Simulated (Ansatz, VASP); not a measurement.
**BAs: VASP beside Ansatz**

File INCAR:

```
  AGGAC = 1.0
  AGGAX = 1.0
  ALDAC = 0.0
  ALDAX = 1.0
  ALGO = Normal
  EDIFF = 1E-6
  ENCUT = 520
  GGA = B5
  ISIF = 2
  ISMEAR = -1
  IVDW = 13
  LASPH = T
  LCHARG = F
  LREAL = F
  LWAVE = F
  NBANDS = 11
  NELM = 60
  PREC = Accurate
  SIGMA = 0.05
  VDW_A1 = 0.44488865
  VDW_A2 = 4.0933009
  VDW_S6 = 1.0
  VDW_S8 = 2.34076671
```

KPOINTS

```
k-points
0
Gamma
  10 10 10
```

The input POSCAR:

```
BAs
1.0
    0.0000000000      2.3885000000      2.3885000000
    2.3885000000      0.0000000000      2.3885000000
    2.3885000000      2.3885000000      0.0000000000
As B
1 1
Direct
    0.7500000000      0.7500000000      0.7500000000
    0.0000000000      0.0000000000      0.0000000000
```

File input.yaml:

```yaml
crystal:
  lattice:
    - [0.0, 2.3885, 2.3885]
    - [2.3885, 0.0, 2.3885]
    - [2.3885, 2.3885, 0.0]
  atoms:
    - { symbol: As, position: [0.75, 0.75, 0.75] }
    - { symbol: B, position: [0.0, 0.0, 0.0] }
hamiltonian:
  xc: blyp
  pseudopotentials: { kind: paw }
  dispersion: d4
kpoints:
  mp_grid: { grid: [10, 10, 10] }
scf:
  occupations: { method: fermi_dirac, width: 0.05 }
output:
  forces: true
  stress: true
  eigenvalues: true
  write_density: true
  write_potential: true
  elf: true
  volumetric_format: npy
```

Alike in both runs: task single point; functional BLYP; dispersion D4; k mesh 10 × 10 × 10; occupations fermi-dirac, width 0.05 eV; no spin polarisation.

|  | VASP | Ansatz |
| --- | --- | --- |
| version | VASP 6.6.1 | Ansatz 0.2.0 |
| potentials or method | VASP PAW PBE potentials, release 64 (As, B) | Ansatz PAW |
| plane-wave cutoff (eV) | 520 | 420 |
| valence electrons in the cell | 8 | 18 |

Ansatz gave:

* gap on the k mesh at the Fermi level (eV): 1.41
* least direct gap on the mesh (eV): 3.37
* pressure (GPa): -1.1

Task: Estimate VASP's values.

Result: gap on the k mesh at the Fermi level (eV): 1.41; least direct gap on the mesh (eV): 3.37; pressure (GPa): -0.2.

VASP's potentials were made for PBE, not for BLYP. VASP's potentials hold 8 valence electrons a cell and Ansatz's 18, so a difference there can come from the potentials and not from the codes.
